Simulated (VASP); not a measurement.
## Zn: single point with LDA

Crystal: Zn.

```
Zn
1.0
     2.67000    0.00000    0.00000
    -1.33500    2.31229    0.00000
     0.00000    0.00000    4.96600
Zn
2
Direct
  0.68204 0.34099 0.75211
  0.33507 0.67699 0.25644
```

This cell differs from its parent crystal: atoms moved at random.

```yaml
Program: VASP 6.6.1
Task: single point
Functional: LDA
Potentials_or_basis: VASP PAW LDA potentials, release 64 (Zn)
Cutoff: 520 eV
k_mesh: 11 × 11 × 6
Occupations: methfessel-paxton, width 0.2 eV
Spin: no spin polarisation
```

```json
{
 "Pressure": "-8.6 GPa",
 "Largest force": "0.036 eV/Å",
 "Band gap on the k mesh": "zero (band 12 reaches 4.54 eV, above the bottom of band 13 at -0.30 eV)"
}
```

Forces in eV/Å, atoms in the order of the input:
```
Zn  -0.017  0.002  0.032
Zn   0.017 -0.002 -0.032
```

Stress tensor (GPa, compression positive):
```
-9.15 -0.06 -0.01
-0.06 -9.17  0.00
-0.01  0.00 -7.52
```

Levels at points of the mesh, in eV from the Fermi level:
| k point | band 9 | band 10 | band 11 | band 12 | band 13 | band 14 | band 15 | band 16 |
| --- | --- | --- | --- | --- | --- | --- | --- | --- |
| (0.00, 0.00, 0.00) | -7.21 | -7.03 | -7.01 | -3.43 | -2.98 | 13.54 | 17.28 | 17.30 |
| (0.00, 0.00, 0.50) | -7.11 | -7.11 | -7.10 | -7.10 | 4.57 | 4.73 | 18.56 | 18.57 |

Wall time 2.1 min on 1 thread of AMD EPYC 7R13 Processor (Zen 3), with other jobs on the host, peak memory 0.24 GiB.

Caveat: the cell differs from its parent crystal (atoms moved at random).
